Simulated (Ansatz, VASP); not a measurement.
# MgB: VASP beside Ansatz

```
B Mg
1.0
     2.93117    0.00000    0.00000
     0.00000    2.93117    0.00000
     0.00000    0.00000    2.93117
B Mg
1 1
Cartesian
  0.0000 0.0000 0.0000
  1.4656 1.4656 1.4656
```

Change from the starting cell: functional lda, volume scaled by 1.04, PAW files.

Alike in both runs: task electric field gradients; functional LDA; k mesh 11 × 11 × 11; occupations fermi-dirac, width 0.05 eV; no spin polarisation.

```csv
,VASP,Ansatz
version,VASP 6.6.1,Ansatz 0.2.0
potentials or method,"VASP PAW LDA potentials, release 64 (B, Mg)","PAW with Ansatz's default frozen-core files, scalar-relativistic"
plane-wave cutoff (eV),520,420
valence electrons in the cell,5,13
```

VASP gave:

- pressure (GPa): -8.5

Task: What did Ansatz give for the same quantities?

Result: Pressure (GPa): -7.9.

LDA's correlation is that of Perdew and Zunger in VASP and of Perdew and Wang (1992) in Ansatz. VASP's potentials hold 5 valence electrons a cell and Ansatz's 13, so a difference there can come from the potentials and not from the codes.
